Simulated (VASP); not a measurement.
# C: single point with PBE

C:

```
C
1.0
    -1.55912    1.55912    1.98017
     1.55912   -1.55912    1.98017
     1.55912    1.55912   -1.98017
C
3
Direct
  0.50000 0.00000 0.50000
  0.00000 0.50000 0.50000
  0.00000 0.00000 0.00000
```

| Quantity | Value |
| --- | --- |
| Program | VASP 6.6.1 |
| Task | single point |
| Functional | PBE |
| Potentials or basis | VASP PAW PBE potentials, release 64 (C) |
| Cutoff | 520 eV |
| k mesh | 8 × 8 × 8 |
| Occupations | gaussian, width 0.1 eV |
| Spin | no spin polarisation |

The pressure is 0.4 GPa and the band gap on the k mesh is zero (band 6 reaches 10.13 eV, above the bottom of band 7 at 8.39 eV).

Stress tensor (GPa, compression positive):
```
0.52 0.00 0.00
0.00 0.52 0.00
0.00 0.00 0.26
```

Levels at points of the mesh, in eV from the Fermi level:
```
           k point  band 4  band 5  band 6  band 7  band 8  band 9
(0.00, 0.00, 0.00)   -3.30   -2.41   -0.36    1.66    1.66    1.75
(0.50, 0.00, 0.00)   -4.79   -3.09   -1.16   -0.43    1.69    5.99
(0.50, 0.50, 0.00)   -6.04   -5.90   -2.51    2.82    6.25    7.71
(0.50, 0.50, 0.50)  -10.72   -9.00   -1.66    3.10    3.10    6.17
```

Wall time 7.6 s on 1 thread of Intel(R) Xeon(R) Platinum 8488C (Sapphire Rapids) (shared host), peak memory 0.13 GiB.
